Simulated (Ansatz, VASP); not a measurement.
GaP: VASP beside Ansatz

```xyz
2
Lattice="0.0000 2.7252 2.7252 2.7252 0.0000 2.7252 2.7252 2.7252 0.0000" Properties=species:S:1:pos:R:3 pbc="T T T"
Ga    0.0000    0.0000    0.0000
P     4.0879    4.0879    4.0879
```

Alike in both runs: task single point; functional r2SCAN-based global hybrid with a share of 0.5 of exact exchange; k mesh 5 × 5 × 5; occupations fermi-dirac, width 0.05 eV; no spin polarisation.

```csv
,VASP,Ansatz
version,VASP 6.6.1,Ansatz 0.2.0
potentials or method,"VASP PAW PBE potentials, release 64 (Ga_d, P)",Ansatz PAW
plane-wave cutoff (eV),520,500
valence electrons in the cell,18,18
```

Ansatz gave:

| Quantity | Value |
| --- | --- |
| gap on the k mesh at the Fermi level (eV) | 4.39 |
| least direct gap on the mesh (eV) | 5.23 |
| pressure (GPa) | -1.6 |

Task: What did VASP give for the same quantities?

Result: gap on the k mesh at the Fermi level (eV): 4.45; least direct gap on the mesh (eV): 5.28; pressure (GPa): -1.9.

VASP's potentials were made for PBE, not for r2SCAN-based global hybrid. The functional is the same, so the differences come from potentials, cutoffs and numerics.

Noted on Ansatz's run: odd divisions of the mesh miss points on the zone boundary, where band edges often lie, so the gap on the mesh can be too wide.
